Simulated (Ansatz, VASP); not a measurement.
**Two plane-wave programs on Ta**

```
Ta
1.0
    -1.65793    1.65793    1.65793
     1.65793   -1.65793    1.65793
     1.65793    1.65793   -1.65793
Ta
1
Direct
  0.00000 0.00000 0.00000
```

Alike in both runs: functional PBE; k mesh 12 × 12 × 12; occupations gaussian, width 0.1 eV; no spin polarisation.

Ansatz relaxed the structure, and its values are those at the end. VASP's run is a single point on that final structure, the one shown.

|  | VASP | Ansatz |
| --- | --- | --- |
| version | VASP 6.6.1 | Ansatz 0.2.0 |
| potentials or method | VASP PAW PBE potentials, release 64 (Ta_pv) | scalar-relativistic, plane waves, PAW |
| plane-wave cutoff (eV) | 520 | 420 |
| valence electrons in the cell | 11 | 13 |

```tsv
	VASP	Ansatz	Ansatz less VASP
gap on the k mesh at the Fermi level (eV)	none	none	-
pressure (GPa)	0.1	0.0	-0.09
```

A gap of «none» marks a metal or a gap that the smearing closes. With one functional, cell and mesh, what is left measures potentials, basis and numerics. VASP's potentials hold 11 valence electrons a cell and Ansatz's 13, so a difference there can come from the potentials and not from the codes.

Spin-orbit coupling is off throughout.
